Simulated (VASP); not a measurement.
The system is AlCl.

```
Al Cl
1.0
     3.44678    0.00000    0.00000
     0.00000    3.65384    0.00000
     0.00000    0.00000    8.76429
Al Cl
2 2
Direct
  0.00000 0.00000 0.42843
  0.50000 0.50000 0.57157
  0.00000 0.00000 0.18948
  0.50000 0.50000 0.81052
```

The cell was built from a structure type or drawn by symmetry, and may not be a known phase.

| Property | Result |
| --- | --- |
| Program | VASP 6.6.1 |
| Task | relaxation of cell and atoms |
| Functional | PBE |
| Potentials or basis | VASP PAW PBE potentials, release 64 (Al, Cl) |
| Cutoff | 600 eV |
| k mesh | 14 × 12 × 6 |
| Occupations | gaussian, width 0.1 eV |
| Spin | no spin polarisation |

At the start: pressure -0.1 GPa; volume 27.59 Å³/atom.

How do energy, volume and symmetry change on relaxing?

Over 43 steps the energy falls by 3.6 meV/atom and the volume is 27.91 Å³/atom (+1.1 %); space group Pmmn (No. 59, to 0.1 Å) before, P4/nmm (No. 129, to 0.1 Å).

Step by step:
```
step  energy change (eV)  largest force (eV/Å)  pressure (GPa)  volume (Å³)
   1              0.0000                0.0461           -0.09       110.38
   3             -0.0029                0.1559            0.31       109.91
   5             -0.0048                0.1372            0.31       109.85
   7             -0.0109                0.0899            0.26       109.59
   9             -0.0124                0.0573            0.25       109.38
  11             -0.0129                0.0697            0.05       109.67
  13             -0.0133                0.0079           -0.01       110.05
  15             -0.0134                0.0383           -0.06       110.07
  17             -0.0135                0.0284           -0.04       110.03
  19             -0.0135                0.0245            0.01       109.94
  21             -0.0136                0.0255            0.02       109.92
  23             -0.0136                0.0161            0.03       109.90
  25             -0.0137                0.0437            0.16       110.00
  27             -0.0137                0.0286            0.10       110.00
  29             -0.0139                0.0219            0.05       110.25
  31             -0.0139                0.0285            0.03       110.42
  33             -0.0141                0.0205            0.04       111.19
  35             -0.0142                0.0190            0.03       111.43
  37             -0.0143                0.0346            0.02       111.53
  39             -0.0144                0.0114           -0.05       111.71
  41             -0.0144                0.0135           -0.06       111.72
  43             -0.0145                0.0066           -0.01       111.62
```

Final structure:
```
CELL_PARAMETERS angstrom
3.55628 0.00000 0.00000
0.00000 3.50999 0.00000
0.00000 0.00000 8.94237
ATOMIC_POSITIONS crystal
Al 0.00000 0.00000 0.42947
Al 0.50000 0.50000 0.57053
Cl 0.00000 0.00000 0.19556
Cl 0.50000 0.50000 0.80444
```

Caveat: this functional lacks dispersion, which binds the layers, so the pressure and a relaxed spacing across them are unreliable.
